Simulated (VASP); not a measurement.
Set up this calculation in VASP 6.6.1, as the native input.

- Task: single point
- Functional: BLYP
- Dispersion: D4
- Potentials or basis: VASP PAW PBE potentials, release 64 (Cl)
- Cutoff: 520 eV
- k mesh: 7 × 7 × 4
- Occupations: fermi-dirac, width 0.05 eV
- Spin: no spin polarisation
- Dipole correction: no
- Further INCAR settings: ALGO = Normal; EDIFF = 1e-06; NBANDS = 22

The structure of Cl lies in POSCAR:

```
Cl
1.0
    3.1825661510     -2.0353898190      0.0000000000
    3.1825661510      2.0353898190      0.0000000000
    0.0000000000      0.0000000000      8.0765688857
Cl
4
Direct
    0.3694403780      0.6305596220      0.3900923762
    0.1305596220      0.8694403780      0.8900923762
    0.6305596220      0.3694403780      0.6099076238
    0.8694403780      0.1305596220      0.1099076238
```

One way to write it, as run:

INCAR

```
PREC     = Accurate       # precision mode
ENCUT    = 520            # plane-wave cutoff, eV
EDIFF    = 1E-6           # SCF threshold, eV
ISMEAR   = -1             # smearing method
SIGMA    = 0.05           # smearing width, eV
LREAL    = False          # projectors in reciprocal space
LASPH    = True           # aspherical terms in the spheres
NELM     = 100            # most SCF steps
ALGO     = Normal         # electronic algorithm
ISIF     = 2              # what is computed and relaxed
LWAVE    = False          # write WAVECAR
LCHARG   = True           # write CHGCAR
GGA      = B5             # functional
ALDAX    = 1.0          
AGGAX    = 1.0          
AGGAC    = 1.0          
ALDAC    = 0.0          
IVDW     = 13             # dispersion correction
VDW_S6   = 1.0          
VDW_S8   = 2.34076671   
VDW_A1   = 0.44488865   
VDW_A2   = 4.0933009    
LELF     = True           # ELF
LVHAR    = True         
NBANDS   = 22             # bands
```

KPOINTS

```
regular mesh
0
Gamma
  7 7 4
```

Potentials or basis: VASP PAW PBE potentials, release 64 (Cl).

Command:

```console
$ cat potpaw_PBE.64/Cl/POTCAR > POTCAR
$ mpirun -np 1 vasp_std > vasp.out
```

Results of the run:

```yaml
Pressure: -0.5 GPa
Largest_force: 0.149 eV/Å
Band_gap_on_the_k_mesh: 2.06 eV, direct
Dispersion_energy_per_atom: -0.336 eV
```

Caveat: the PAW data sets were made with another functional, which shifts forces and pressure a little.

It took 72 s on 1 thread of Intel(R) Xeon(R) Platinum 8259CL CPU @ 2.50GHz (Skylake/Cascade Lake), with other jobs on the host, peak memory 0.23 GiB.
